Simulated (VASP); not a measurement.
# CsSnI3 (Pm-3m) in VASP: a series of runs

Aim: see how the results for CsSnI3 move with the level of theory and the settings. Levels: LDA, PBEsol, PBE. Tasks: single point.

Program: VASP 6.6.1. These are calculated values, not measurements. Logs are shortened: lines on timing, memory, paths and dates and some standing lists are left out, and cuts for length are marked.

### 1 The cell of the first run

It takes space group Pm-3m (No. 221, cubic). Conventional cell: a = 6.048 Å, b = 6.048 Å, c = 6.048 Å, α = 90.00°, β = 90.00°, γ = 90.00°. Cs (site symmetry m-3m) has 12 I at 4.28 Å and 8 Sn at 5.24 Å within 5.6 Å. Sn (site symmetry m-3m) has 6 I at 3.02 Å within 4.0 Å. I (site symmetry 4/mmm) has 2 Sn at 3.02 Å within 4.0 Å.

### 2 Single point, LDA

Input file INCAR:

```
SYSTEM = CsSnI3
PREC     = Accurate       ! precision mode
ENCUT    = 520            ! plane-wave cutoff, eV
EDIFF    = 1E-6           ! SCF threshold, eV
ISMEAR   = -1             ! smearing method
SIGMA    = 0.02           ! smearing width, eV
LREAL    = .False.        ! projectors in reciprocal space
LASPH    = .True.         ! aspherical terms in the spheres
NELM     = 80             ! most SCF steps
ALGO     = Normal         ! electronic algorithm
ISIF     = 2              ! what is computed and relaxed
LWAVE    = .False.        ! write WAVECAR
LCHARG   = .True.         ! write CHGCAR
GGA      = CA             ! functional
LELF     = .True.         ! ELF
LVHAR    = .True.       
NBANDS   = 30             ! bands
```

Input file KPOINTS:

```
regular mesh
0
Gamma
  4 4 4
  0 0 0
```

Input file POSCAR:

```
CsSnI3
1.0
    6.0483925373      0.0000000000      0.0000000000
    0.0000000000      6.0483925373      0.0000000000
    0.0000000000      0.0000000000      6.0483925373
Cs Sn I
1 1 3
Direct
    0.0000000000      0.0000000000      0.0000000000
    0.5000000000      0.5000000000      0.5000000000
    0.5000000000      0.5000000000      0.0000000000
    0.5000000000      0.0000000000      0.5000000000
    0.0000000000      0.5000000000      0.5000000000
```

Potentials or basis: VASP PAW LDA potentials, release 64 (Cs_sv, Sn_d, I).

Command:

```console
$ cat potpaw_LDA.64/Cs_sv/POTCAR potpaw_LDA.64/Sn_d/POTCAR potpaw_LDA.64/I/POTCAR > POTCAR
$ mpirun -np 1 vasp_std > vasp.out
```

OUTCAR:

```text
SYSTEM = CsSnI3
   PREC = Accurate
   ENCUT = 520
   EDIFF = 1E-6
   ISMEAR = -1
   LREAL = .False.
   LASPH = .True.
   NELM = 80
   ISIF = 2
   GGA = CA

 ion  position               nearest neighbor table
   1  0.000  0.000  0.000-
   2  0.500  0.500  0.500-   3 3.02   4 3.02   5 3.02   3 3.02   4 3.02   5 3.02
   3  0.500  0.500  0.000-   2 3.02   2 3.02
   4  0.500  0.000  0.500-   2 3.02   2 3.02
   5  0.000  0.500  0.500-   2 3.02   2 3.02

  LATTYP: Found a simple cubic cell.
 ALAT       =     6.0483925373

  Lattice vectors:

 A1 = (   6.0483925373,   0.0000000000,   0.0000000000)
 A2 = (   0.0000000000,   6.0483925373,   0.0000000000)
 A3 = (   0.0000000000,   0.0000000000,   6.0483925373)

Analysis of symmetry for initial positions (statically):
=====================================================================
 Subroutine PRICEL returns:
 Original cell was already a primitive cell.

 Routine SETGRP: Setting up the symmetry group for a
 simple cubic supercell.

 Subroutine GETGRP returns: Found 48 space group operations
 (whereof 48 operations were pure point group operations)
 out of a pool of 48 trial point group operations.

The static configuration has the point symmetry O_h .

Analysis of symmetry for dynamics (positions and initial velocities):
=====================================================================
 Subroutine PRICEL returns:
 Original cell was already a primitive cell.

 Routine SETGRP: Setting up the symmetry group for a
 simple cubic supercell.

 Subroutine GETGRP returns: Found 48 space group operations
 (whereof 48 operations were pure point group operations)
 out of a pool of 48 trial point group operations.

The dynamic configuration has the point symmetry O_h .

 Subroutine INISYM returns: Found 48 space group operations
 (whereof 48 operations are pure point group operations),
 and found     1 'primitive' translations

----------------------------------------------------------------------------------------

                                     Primitive cell

  volume of cell :     221.2687

  direct lattice vectors                    reciprocal lattice vectors
     6.048392537  0.000000000  0.000000000     0.165333185  0.000000000  0.000000000
     0.000000000  6.048392537  0.000000000     0.000000000  0.165333185  0.000000000
     0.000000000  0.000000000  6.048392537     0.000000000  0.000000000  0.165333185

  length of vectors
     6.048392537  6.048392537  6.048392537     0.165333185  0.165333185  0.165333185

  position of ions in fractional coordinates (direct lattice)
     0.000000000  0.000000000  0.000000000
     0.500000000  0.500000000  0.500000000
     0.500000000  0.500000000  0.000000000
     0.500000000  0.000000000  0.500000000
     0.000000000  0.500000000  0.500000000

  ion indices of the primitive-cell ions
   primitive index   ion index
                 1           1
                 2           2
                 3           3
                 4           4
                 5           5

----------------------------------------------------------------------------------------

 KPOINTS: regular mesh

Automatic generation of k-mesh.
 Grid dimensions read from file:
 generate k-points for:    4    4    4

 Generating k-lattice:

  Cartesian coordinates                     Fractional coordinates (reciprocal lattice)
     0.041333296  0.000000000  0.000000000     0.250000000  0.000000000  0.000000000
     0.000000000  0.041333296  0.000000000     0.000000000  0.250000000  0.000000000
     0.000000000  0.000000000  0.041333296     0.000000000  0.000000000  0.250000000

  Length of vectors
     0.041333296  0.041333296  0.041333296

  Shift w.r.t. Gamma in fractional coordinates (k-lattice)
     0.000000000  0.000000000  0.000000000

 Subroutine IBZKPT returns following result:
 ===========================================

 Found     10 irreducible k-points:

 Following reciprocal coordinates:
            Coordinates               Weight
  0.000000  0.000000  0.000000      1.000000
  0.250000  0.000000  0.000000      6.000000
  0.500000  0.000000  0.000000      3.000000
  0.250000  0.250000  0.000000     12.000000
  0.500000  0.250000  0.000000     12.000000
  0.500000  0.500000  0.000000      3.000000
  0.250000  0.250000  0.250000      8.000000
  0.500000  0.250000  0.250000     12.000000
  0.500000  0.500000  0.250000      6.000000
  0.500000  0.500000  0.500000      1.000000
   k-points           NKPTS =     10   k-points in BZ     NKDIM =     10   number of bands    NBANDS=     30
   number of dos      NEDOS =    301   number of ions     NIONS =      5
   total plane-waves  NPLWV = 110592
   dimension x,y,z NGX =    48 NGY =   48 NGZ =   48
   dimension x,y,z NGXF=    96 NGYF=   96 NGZF=   96
   ions per type =               1   1   3
   NGX,Y,Z   is equivalent  to a cutoff of  13.19, 13.19, 13.19 a.u.
   NGXF,Y,Z  is equivalent  to a cutoff of  26.39, 26.39, 26.39 a.u.
 SYSTEM =  CsSnI3
   PREC   = accura    normal or accurate (medium, high low for compatibility)
   ISTART =      0    job   : 0-new  1-cont  2-samecut
   ICHARG =      2    charge: 1-file 2-atom 10-const
   ISPIN  =      1    spin polarized calculation?
   LNONCOLLINEAR =      F non collinear calculations
   LSORBIT =      F    spin-orbit coupling
   LASPH  =      T    aspherical Exc in radial PAW
   ENCUT  =  520.0 eV  38.22 Ry    6.18 a.u.  11.25 11.25 11.25*2*pi/ulx,y,z
   NELM   =     80;   NELMIN=  2; NELMDL= -5     # of ELM steps
   EDIFF  = 0.1E-05   stopping-criterion for ELM
   LREAL  =      F    real-space projection
[... 7 lines left out ...]
   TEBEG  =    0.0;   TEEND  =   0.0 temperature during run
   PSTRESS=    0.0 pullay stress
   NELECT =      44.0000    total number of electrons
   NUPDOWN=      -1.0000    fix difference up-down
   EMIN   =  10.00;   EMAX   =-10.00  energy-range for DOS
   EFERMI =   0.00;   METHOD = LEGACY
   ISMEAR =    -1;   SIGMA  =   0.02  broadening in eV -4-tet -1-fermi 0-gaus
   EFERMI_NEDOS =   21; number of points for ismear=-14 and -15
   IALGO  =     38    algorithm
   IMIX   =      4    mixing-type and parameters
     AMIX     =   0.40;   BMIX     =  1.00
     AMIX_MAG =   1.60;   BMIX_MAG =  1.00
  volume/ion in A,a.u.               =      44.25       298.64
  Fermi-wavevector in a.u.,A,eV,Ry     =   0.955548  1.805724 12.423094  0.913072
  Thomas-Fermi vector in A             =   2.084395
   LORBIT       =      0    0 simple, 1 ext, 2 COOP (PROOUT), +10 PAW based schemes
   GGA     = CA    functional components
   LHFCALC =     F    Hartree Fock is set to
   AEXX    =    0.0000 exact exchange contribution
   IVDW    =     0    specifies the selected vdW correction
   LEPSILON=     F    determine dielectric tensor
   LRPA    =     F    only Hartree local field effects (RPA)
 non-spin polarized calculation
  energy-cutoff  :      520.00
  volume of cell :      221.27
 maximum number of plane-waves:      6031
 NGX is ok and might be reduce to    48
   NGX = 23   NGY = 23   NGZ = 23

 number of electron      44.0000017 magnetization

 Free energy of the ion-electron system (eV)
  ---------------------------------------------------
  ext. energy  EPLUGINS =         0.00000000
  ---------------------------------------------------
  free energy    TOTEN  =       -16.00740692 eV

  energy without entropy =      -16.00619451  energy(sigma->0) =      -16.00680072

 E-fermi :   3.5477     XC(G=0):  -8.1928

 val. band max:        2.8492281858   @ k =   0.5000   0.5000   0.2500
 cond. band min:       3.5616885289   @ k =   0.5000   0.5000   0.5000
 fundamental gap:      0.7124603430
 Fermi energy:         3.5476602691

 k-point     1 :       0.0000    0.0000    0.0000
  band No.  band energies     occupation
      1     -18.8885      2.00000
      2     -18.6551      2.00000
      3     -18.6551      2.00000
      4     -18.6183      2.00000
      5     -18.6183      2.00000
      6     -18.6183      2.00000
[... 22 lines left out ...]
     29       8.3903      0.00000
     30       8.3903      0.00000

 k-point     2 :       0.2500    0.0000    0.0000
  band No.  band energies     occupation
      1     -18.8881      2.00000
      2     -18.6551      2.00000
      3     -18.6538      2.00000
      4     -18.6184      2.00000
      5     -18.6184      2.00000
      6     -18.6183      2.00000
[... 22 lines left out ...]
     29       7.0572      0.00000
     30       8.1982      0.00000

 k-point     3 :       0.5000    0.0000    0.0000
  band No.  band energies     occupation
      1     -18.8877      2.00000
      2     -18.6551      2.00000
      3     -18.6525      2.00000
      4     -18.6185      2.00000
      5     -18.6185      2.00000
      6     -18.6183      2.00000
[... 22 lines left out ...]
     29       7.9337      0.00000
     30       7.9337      0.00000

 k-point     4 :       0.2500    0.2500    0.0000
  band No.  band energies     occupation
      1     -18.8877      2.00000
      2     -18.6545      2.00000
      3     -18.6532      2.00000
      4     -18.6185      2.00000
      5     -18.6184      2.00000
      6     -18.6184      2.00000
[... 22 lines left out ...]
     29       7.3028      0.00000
     30       7.8401      0.00000

 k-point     5 :       0.5000    0.2500    0.0000
  band No.  band energies     occupation
      1     -18.8874      2.00000
      2     -18.6543      2.00000
      3     -18.6520      2.00000
      4     -18.6187      2.00000
      5     -18.6186      2.00000
      6     -18.6184      2.00000
[... 22 lines left out ...]
     29       7.6265      0.00000
     30       8.2015      0.00000

 k-point     6 :       0.5000    0.5000    0.0000
  band No.  band energies     occupation
      1     -18.8871      2.00000
      2     -18.6538      2.00000
      3     -18.6512      2.00000
      4     -18.6188      2.00000
      5     -18.6185      2.00000
      6     -18.6185      2.00000
[... 22 lines left out ...]
     29       8.3758      0.00000
     30       8.4594      0.00000

 k-point     7 :       0.2500    0.2500    0.2500
  band No.  band energies     occupation
      1     -18.8874      2.00000
      2     -18.6532      2.00000
      3     -18.6532      2.00000
      4     -18.6185      2.00000
      5     -18.6185      2.00000
      6     -18.6185      2.00000
[... 22 lines left out ...]
     29       7.8473      0.00000
     30       8.1156      0.00000

 k-point     8 :       0.5000    0.2500    0.2500
  band No.  band energies     occupation
      1     -18.8871      2.00000
      2     -18.6532      2.00000
      3     -18.6519      2.00000
      4     -18.6187      2.00000
      5     -18.6187      2.00000
      6     -18.6185      2.00000
[... 22 lines left out ...]
     29       7.6927      0.00000
     30       7.7709      0.00000

 k-point     9 :       0.5000    0.5000    0.2500
  band No.  band energies     occupation
      1     -18.8868      2.00000
      2     -18.6525      2.00000
      3     -18.6512      2.00000
      4     -18.6188      2.00000
      5     -18.6187      2.00000
      6     -18.6187      2.00000
[... 22 lines left out ...]
     29       7.4688      0.00000
     30       8.0206      0.00000

 k-point    10 :       0.5000    0.5000    0.5000
  band No.  band energies     occupation
      1     -18.8864      2.00000
      2     -18.6512      2.00000
      3     -18.6512      2.00000
      4     -18.6188      2.00000
      5     -18.6188      2.00000
      6     -18.6188      2.00000
[... 22 lines left out ...]
     29       7.0918      0.00000
     30       8.3916      0.00000

------------------------ aborting loop because EDIFF is reached ----------------------------------------

  FORCE on cell =-STRESS in cart. coord.  units (eV):
  Direction    XX          YY          ZZ          XY          YZ          ZX
  --------------------------------------------------------------------------------------
  -------------------------------------------------------------------------------------
  Total        0.0230599      0.0230599      0.0230599      0.0000000     -0.0000000      0.0000000
  in kB        0.1669740      0.1669740      0.1669740      0.0000000     -0.0000000      0.0000000
  external PRESSURE =       0.1669740 kB  Pullay stress =       0.0000000 kB

 VOLUME and BASIS-vectors are now :
 -----------------------------------------------------------------------------
  energy-cutoff  :      520.00
  volume of cell :      221.27
      direct lattice vectors                 reciprocal lattice vectors
     6.048392537  0.000000000  0.000000000     0.165333185  0.000000000  0.000000000
     0.000000000  6.048392537  0.000000000     0.000000000  0.165333185  0.000000000
     0.000000000  0.000000000  6.048392537     0.000000000  0.000000000  0.165333185

 POSITION                                       TOTAL-FORCE (eV/Angst)
 -----------------------------------------------------------------------------------
      0.00000      0.00000      0.00000         0.000000      0.000000      0.000000
      3.02420      3.02420      3.02420         0.000000      0.000000      0.000000
      3.02420      3.02420      0.00000         0.000000      0.000000      0.000000
      3.02420      0.00000      3.02420         0.000000      0.000000      0.000000
      0.00000      3.02420      3.02420         0.000000      0.000000      0.000000
 -----------------------------------------------------------------------------------
    total drift:                                0.000000     -0.000000     -0.000000

  FREE ENERGIE OF THE ION-ELECTRON SYSTEM (eV)
  ---------------------------------------------------
  free  energy   TOTEN  =       -16.0074069247 eV

  energy  without entropy=      -16.0061945142  energy(sigma->0) =      -16.00680072
```

Wall time 69 s (1 thread of AMD EPYC 7R13, shared host); peak memory 0.26 GiB.

Results:

```yaml
Free_energy: -16.0074 eV
Pressure: 0.0 GPa
Band_gap_on_the_k_mesh: zero (filled and empty bands touch)
```

Caveat: spin-orbit coupling is left out, which moves the levels of the heavy elements.

### 3 Single point, PBEsol

This run uses another cell than the first one, of 46.68 Å³/atom.

Input file INCAR:

```
PREC     = Accurate       # precision mode
ENCUT    = 520            # plane-wave cutoff, eV
EDIFF    = 1E-6           # SCF threshold, eV
ISMEAR   = -1             # smearing method
SIGMA    = 0.02           # smearing width, eV
LREAL    = F              # projectors in reciprocal space
LASPH    = T              # aspherical terms in the spheres
NELM     = 100            # most SCF steps
ALGO     = Normal         # electronic algorithm
ISIF     = 2              # what is computed and relaxed
LWAVE    = F              # write WAVECAR
LCHARG   = T              # write CHGCAR
GGA      = PS             # functional
LELF     = T              # ELF
LVHAR    = T            
NBANDS   = 30             # bands
```

Input file KPOINTS:

```
Automatic mesh
0
Gamma
  4 4 4
```

POSCAR: that of step 2 with these lines changed.

```diff
@@ -2,5 +2,5 @@
 1.0
-    6.0483925373      0.0000000000      0.0000000000
-    0.0000000000      6.0483925373      0.0000000000
-    0.0000000000      0.0000000000      6.0483925373
+    6.1568090375      0.0000000000      0.0000000000
+    0.0000000000      6.1568090375      0.0000000000
+    0.0000000000      0.0000000000      6.1568090375
 Cs Sn I
```

Potentials or basis: VASP PAW PBE potentials, release 64 (Cs_sv, Sn_d, I).

Command:

```console
$ cat potpaw_PBE.64/Cs_sv/POTCAR potpaw_PBE.64/Sn_d/POTCAR potpaw_PBE.64/I/POTCAR > POTCAR
$ mpirun -np 1 vasp_std > vasp.out
```

Wall time 80 s (1 thread of AMD EPYC 7R13, shared host); peak memory 0.32 GiB.

The run converged. Its results:

| Item | Value |
| --- | --- |
| Free energy | -15.0053 eV |
| Pressure | 0.0 GPa |
| Band gap on the k mesh | 0.14 eV |

Levels at points of the mesh, in eV from the valence-band top:
```
           k point  band 19  band 20  band 21  band 22  band 23  band 24  band 25  band 26
(0.00, 0.00, 0.00)    -2.50    -2.32    -2.32    -2.32     1.94     2.86     2.86     3.19
(0.50, 0.00, 0.00)    -2.68    -2.46    -2.46    -1.66     0.95     3.57     3.69     4.00
(0.50, 0.50, 0.00)    -2.83    -2.68    -1.88    -0.82     0.62     0.62     3.91     4.03
(0.50, 0.50, 0.50)    -1.86    -1.86    -1.86     0.00     0.14     0.14     0.14     2.76
```

Caveat: the PAW data sets were made with another functional, which shifts forces and pressure a little; spin-orbit coupling is left out, which moves the levels of the heavy elements.

(Continued in part 2 of 2.)
